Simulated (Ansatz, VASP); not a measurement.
Ge2P in VASP and in Ansatz

```
Ge P
1.0
     1.78531    1.03075    5.15674
    -1.78531    1.03075    5.15674
     0.00000   -2.06150    5.15674
Ge P
2 1
Direct
  0.76561 0.76561 0.76561
  0.23439 0.23439 0.23439
  0.00000 0.00000 0.00000
```

Alike in both runs: functional PBE; k mesh 18 × 18 × 18; occupations gaussian, width 0.1 eV; no spin polarisation.

Ansatz relaxed the structure, and its values are those at the end. VASP's run is a single point on that final structure, the one shown.

```csv
,VASP,Ansatz
version,VASP 6.6.1,Ansatz 0.2.0
potentials or method,"VASP PAW PBE potentials, release 64 (Ge_d, P), cutoff 520 eV","scalar-relativistic, plane waves, PAW"
valence electrons in the cell,33,33
```

|  | VASP | Ansatz | Ansatz less VASP |
| --- | --- | --- | --- |
| gap on the k mesh at the Fermi level (eV) | none | none | - |
| pressure (GPa) | 0.0 | 0.0 | +0.03 |

A gap of «none» marks a metal or a gap that the smearing closes. With one functional, cell and mesh, what is left measures potentials, basis and numerics.
